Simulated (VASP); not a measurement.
# Ir (Fm-3m) in VASP: notebook, part 2 of 2

VASP 6.6.1.

### Step 3. Single point, r2SCAN

This run uses another cell than the first one, of 14.20 Å³/atom, 1.004 times its volume.

POSCAR

```
Ir
1.0
    0.0000000000      1.9221147239      1.9221147239
    1.9221147239      0.0000000000      1.9221147239
    1.9221147239      1.9221147239      0.0000000000
Ir
1
Direct
    0.0000000000      0.0000000000      0.0000000000
```

INCAR.step1

```
SYSTEM = Ir
ALGO = Normal
EDIFF = 1E-4
ENCUT = 520
GGA = PE
ISMEAR = 0
LASPH = .TRUE.
LCHARG = .FALSE.
LREAL = .FALSE.
LWAVE = .TRUE.
NBANDS = 10
NELM = 100
PREC = Accurate
SIGMA = 0.1
```

INCAR.step2

```
SYSTEM = Ir
ALGO = Normal
EDIFF = 1E-6
ENCUT = 520
ISIF = 2
ISMEAR = 0
ISTART = 1
LASPH = .TRUE.
LCHARG = .FALSE.
LMIXTAU = .TRUE.
LREAL = .FALSE.
LWAVE = .FALSE.
METAGGA = R2SCAN
NBANDS = 10
NELM = 100
PREC = Accurate
SIGMA = 0.1
```

KPOINTS

```
k-points
0
G
  18 18 18
  0 0 0
```

Potentials or basis: VASP PAW PBE potentials, release 64 (Ir).

The run is started by

```
$ cat potpaw_PBE.64/Ir/POTCAR > POTCAR
$ cp INCAR.step1 INCAR
$ mpirun -np 1 vasp_std > vasp.out
$ cp INCAR.step2 INCAR
$ mpirun -np 1 vasp_std > vasp.out
```

OUTCAR:

```text
SYSTEM = Ir
   EDIFF = 1E-6
   ENCUT = 520
   ISIF = 2
   ISMEAR = 0
   ISTART = 1
   LASPH = .TRUE.
   LREAL = .FALSE.
   METAGGA = R2SCAN
   NELM = 100
   PREC = Accurate

 ion  position               nearest neighbor table
   1  0.000  0.000  0.000-

  LATTYP: Found a face centered cubic cell.
 ALAT       =     3.8442294478

  Lattice vectors:

 A1 = (   0.0000000000,   1.9221147239,   1.9221147239)
 A2 = (   1.9221147239,   0.0000000000,   1.9221147239)
 A3 = (   1.9221147239,   1.9221147239,   0.0000000000)

Analysis of symmetry for initial positions (statically):
=====================================================================
 Subroutine PRICEL returns:
 Original cell was already a primitive cell.

 Routine SETGRP: Setting up the symmetry group for a
 face centered cubic supercell.

 Subroutine GETGRP returns: Found 48 space group operations
 (whereof 48 operations were pure point group operations)
 out of a pool of 48 trial point group operations.

The static configuration has the point symmetry O_h .

Analysis of symmetry for dynamics (positions and initial velocities):
=====================================================================
 Subroutine PRICEL returns:
 Original cell was already a primitive cell.

 Routine SETGRP: Setting up the symmetry group for a
 face centered cubic supercell.

 Subroutine GETGRP returns: Found 48 space group operations
 (whereof 48 operations were pure point group operations)
 out of a pool of 48 trial point group operations.

The dynamic configuration has the point symmetry O_h .

 Subroutine INISYM returns: Found 48 space group operations
 (whereof 48 operations are pure point group operations),
 and found     1 'primitive' translations

----------------------------------------------------------------------------------------

                                     Primitive cell

  volume of cell :      14.2026

  direct lattice vectors                    reciprocal lattice vectors
[... 110 lines left out ...]
   METAGGA = R2SCAN    functional components
   LHFCALC =     F    Hartree Fock is set to
   AEXX    =    0.0000 exact exchange contribution
   IVDW    =     0    specifies the selected vdW correction
   LEPSILON=     F    determine dielectric tensor
   LRPA    =     F    only Hartree local field effects (RPA)
 non-spin polarized calculation
 Gauss-broadening in eV      SIGMA  =   0.10
  energy-cutoff  :      520.00
  volume of cell :       14.20
 maximum number of plane-waves:       392
   NGX = 11   NGY = 11   NGZ = 11

 number of electron       9.0000000 magnetization

 Free energy of the ion-electron system (eV)
  ---------------------------------------------------
  ext. energy  EPLUGINS =         0.00000000
  ---------------------------------------------------
  free energy    TOTEN  =       -52.36971235 eV

  energy without entropy =      -52.36473836  energy(sigma->0) =      -52.36722535

 E-fermi :  10.1543     XC(G=0): -15.3010

 val. band max:       10.1431155279   @ k =   0.3333   0.1111   0.0556
 cond. band min:      10.1568027827   @ k =   0.5000   0.2222   0.1111
 fundamental gap:      0.0136872548
 Fermi energy:        10.1542835545

 k-point     1 :       0.0000    0.0000    0.0000
  band No.  band energies     occupation
      1      -1.3770      2.00000
      2       6.1330      2.00000
      3       6.1330      2.00000
      4       6.1330      2.00000
      5       8.8273      2.00000
      6       8.8273      2.00000
      7      25.2189      0.00000
      8      31.0595      0.00000
      9      31.0595      0.00000
     10      31.0595      0.00000
[... 287 lines left out ...]
 k-point    24 :      -0.2222    0.0556    0.0000
  band No.  band energies     occupation
      1       0.9237      2.00000
      2       5.4383      2.00000
      3       6.5838      2.00000
      4       6.6797      2.00000
      5       8.5598      2.00000
      6       9.4468      2.00000
      7      25.1006      0.00000
      8      27.8577      0.00000
      9      33.1858      0.00000
     10      34.5711      0.00000

 [... further k-points ...]

------------------------ aborting loop because EDIFF is reached ----------------------------------------

  FORCE on cell =-STRESS in cart. coord.  units (eV):
  Direction    XX          YY          ZZ          XY          YZ          ZX
  --------------------------------------------------------------------------------------
  -------------------------------------------------------------------------------------
  Total        0.2187482      0.2187482      0.2187482     -0.0000000      0.0000000      0.0000000
  in kB       24.6767089     24.6767089     24.6767089     -0.0000000      0.0000000      0.0000000
  external PRESSURE =      24.6767089 kB  Pullay stress =       0.0000000 kB

 VOLUME and BASIS-vectors are now :
 -----------------------------------------------------------------------------
  energy-cutoff  :      520.00
  volume of cell :       14.20
      direct lattice vectors                 reciprocal lattice vectors
     0.000000000  1.922114724  1.922114724    -0.260130154  0.260130154  0.260130154
     1.922114724  0.000000000  1.922114724     0.260130154 -0.260130154  0.260130154
     1.922114724  1.922114724  0.000000000     0.260130154  0.260130154 -0.260130154

 POSITION                                       TOTAL-FORCE (eV/Angst)
 -----------------------------------------------------------------------------------
      0.00000      0.00000      0.00000         0.000000      0.000000      0.000000
 -----------------------------------------------------------------------------------
    total drift:                                0.000000     -0.000000     -0.000000

  FREE ENERGIE OF THE ION-ELECTRON SYSTEM (eV)
  ---------------------------------------------------
  free  energy   TOTEN  =       -52.3697123532 eV

  energy  without entropy=      -52.3647383559  energy(sigma->0) =      -52.36722535
```

OSZICAR.step1:

```text
N       E                     dE             d eps       ncg     rms          rms(c)
DAV:   1     0.475847412557E+02    0.47585E+02   -0.43544E+03  3932   0.816E+02
DAV:   2    -0.850869863659E+01   -0.56093E+02   -0.53361E+02  3992   0.196E+02
DAV:   3    -0.939287204610E+01   -0.88417E+00   -0.88121E+00  4534   0.299E+01
DAV:   4    -0.940099445153E+01   -0.81224E-02   -0.81210E-02  4398   0.264E+00
DAV:   5    -0.940115583841E+01   -0.16139E-03   -0.16139E-03  4514   0.355E-01    0.151E+01
DAV:   6    -0.893791930670E+01    0.46324E+00   -0.80729E-01  4354   0.110E+01    0.619E+00
DAV:   7    -0.885196365735E+01    0.85956E-01   -0.25906E-01  4654   0.575E+00    0.148E+00
DAV:   8    -0.884808762357E+01    0.38760E-02   -0.22405E-03  4252   0.518E-01    0.855E-01
DAV:   9    -0.884584899058E+01    0.22386E-02   -0.15391E-03  4436   0.546E-01    0.129E-02
DAV:  10    -0.884585554944E+01   -0.65589E-05   -0.76436E-06  2102   0.257E-02
   1 F= -.88458555E+01 E0= -.88432821E+01  d E =-.514698E-02
```

Run time: 56 s. Hardware: 1 thread of Intel Xeon Platinum 8375C at 2.90GHz (Ice Lake), shared host; peak memory 0.15 GiB.

Results:

```yaml
Free_energy: -52.3697 eV
Pressure: 2.5 GPa
```

Caveat: the PAW data sets were made with another functional, which shifts forces and pressure a little; spin-orbit coupling is left out, which moves the levels of the heavy elements.

### Step 4. Single point, r2SCAN

This run uses another cell than the first one, of 14.20 Å³/atom, 1.004 times its volume.

POSCAR

```
Ir
1.0
    0.0000000000      1.9221147240      1.9221147240
    1.9221147240      0.0000000000      1.9221147240
    1.9221147240      1.9221147240      0.0000000000
Ir
1
Direct
    0.0000000000      0.0000000000      0.0000000000
```

INCAR.step1 is that of step 3.

INCAR.step2 is that of step 3.

KPOINTS is that of step 3.

The run is started by

```
$ cat potpaw_PBE.64/Ir/POTCAR > POTCAR
$ cp INCAR.step1 INCAR
$ mpirun -np 1 vasp_std > vasp.out
$ cp INCAR.step2 INCAR
$ mpirun -np 1 vasp_std > vasp.out
```

Wall time 35 s (1 thread of Intel Xeon 6975P-C (Granite Rapids), shared host); peak memory 0.15 GiB.

Results (log left out):

```
Free energy : -52.3697 eV
Pressure    : 2.5 GPa
```

Levels at points of the mesh, in eV from the Fermi level:
```tsv
k point	band 2	band 3	band 4	band 5	band 6	band 7
(0.00, 0.00, 0.00)	-4.02	-4.02	-4.02	-1.33	-1.33	15.06
(0.50, 0.00, 0.00)	-4.17	-4.17	-0.74	0.88	0.88	7.58
(0.50, 0.50, 0.00)	-7.63	0.79	1.51	1.51	1.74	10.97
```

Caveat: the PAW data sets were made with another functional, which shifts forces and pressure a little; spin-orbit coupling is left out, which moves the levels of the heavy elements.

### Step 5. Single point, r2SCAN

This run uses another cell than the first one, of 14.20 Å³/atom, 1.004 times its volume.

POSCAR

```
Ir
1.0
    0.0000000000      1.9221147239      1.9221147239
    1.9221147239      0.0000000000      1.9221147239
    1.9221147239      1.9221147239      0.0000000000
Ir
1
Direct
    0.0000000000      0.0000000000      0.0000000000
```

INCAR.step1

```
SYSTEM = Ir
  PREC = Accurate
  ENCUT = 520
  ISMEAR = 0
  SIGMA = 0.15
  LREAL = .FALSE.
  LASPH = .TRUE.
  NELM = 80
  NBANDS = 10
  GGA = PE
  ALGO = Normal
  EDIFF = 1E-4
  LWAVE = .TRUE.
  LCHARG = .FALSE.
```

INCAR.step2

```
SYSTEM = Ir
  PREC = Accurate
  ENCUT = 520
  EDIFF = 1E-7
  ISMEAR = 0
  SIGMA = 0.15
  LREAL = .FALSE.
  LASPH = .TRUE.
  NELM = 80
  ALGO = Normal
  ISIF = 2
  LWAVE = .FALSE.
  LCHARG = .FALSE.
  METAGGA = R2SCAN
  LMIXTAU = .TRUE.
  NBANDS = 10
  ISTART = 1
```

KPOINTS

```
regular mesh
0
G
  26 26 26
  0 0 0
```

The run is started by

```
$ cat potpaw_PBE.64/Ir/POTCAR > POTCAR
$ cp INCAR.step1 INCAR
$ mpirun -np 1 vasp_std > vasp.out
$ cp INCAR.step2 INCAR
$ mpirun -np 1 vasp_std > vasp.out
```

It took 2.8 min on 1 thread of Intel Xeon 6975P-C, shared host; peak memory 0.19 GiB.

The run converged. Its results:

```
Free energy : -52.3721 eV
Pressure    : 2.5 GPa
```

Levels at points of the mesh, in eV from the Fermi level:
```csv
k point,band 1,band 2,band 3,band 4,band 5,band 6,band 7,band 8
"(0.00, 0.00, 0.00)",-11.47,-3.96,-3.96,-3.96,-1.26,-1.26,15.13,20.97
"(0.50, 0.00, 0.00)",-8.36,-4.11,-4.11,-0.67,0.95,0.95,7.64,14.76
"(0.50, 0.50, 0.00)",-8.15,-7.57,0.85,1.58,1.58,1.80,11.04,12.33
```

Caveat: the PAW data sets were made with another functional, which shifts forces and pressure a little; spin-orbit coupling is left out, which moves the levels of the heavy elements.

### Step 6. Summary

```csv
cell,k mesh,smearing,gap on the mesh (eV),pressure (GPa)
"a = 2.715 Å, angles 60.0°, 1 atom",8 × 8 × 8,gaussian 0.1 eV,none,5.4
"a = 2.718 Å, angles 60.0°, 1 atom",18 × 18 × 18,gaussian 0.1 eV,none,2.5
"a = 2.718 Å, angles 60.0°, 1 atom",26 × 26 × 26,gaussian 0.15 eV,none,2.5
```

Alike in all rows: task single point; level r2SCAN; potentials or basis VASP PAW PBE potentials, release 64 (Ir); no spin polarisation; cutoff (eV) 520.

Caveats: the PAW data sets were made with another functional, which shifts forces and pressure a little; spin-orbit coupling is left out, which moves the levels of the heavy elements.

Total energies depend on the potentials used, so only differences within one code and one set of settings carry meaning.
